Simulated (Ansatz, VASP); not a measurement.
# Na in VASP and in Ansatz

```
Na
1.0
     3.22895    0.00000    0.00000
    -1.61448    2.79635    0.00000
     0.00000    0.00000    5.24412
Na
2
Direct
  0.33333 0.66667 0.25000
  0.66667 0.33333 0.75000
```

Change from the starting cell: volume scaled by 0.65, LAPW.

Alike in both runs: task single point; functional PBEsol; k mesh 12 × 12 × 7; occupations fermi-dirac, width 0.08 eV; no spin polarisation.

|  | VASP | Ansatz |
| --- | --- | --- |
| version | VASP 6.6.1 | Ansatz 0.2.0 |
| potentials or method | VASP PAW PBE potentials, release 64 (Na_pv), cutoff 520 eV | all-electron LAPW, scalar-relativistic |

```tsv
	VASP	Ansatz	Ansatz less VASP
pressure (GPa)	7.4	7.4	+0.05
```

VASP's potentials were made for PBE, not for PBEsol. Ansatz ran all-electron here, and VASP with PAW potentials.
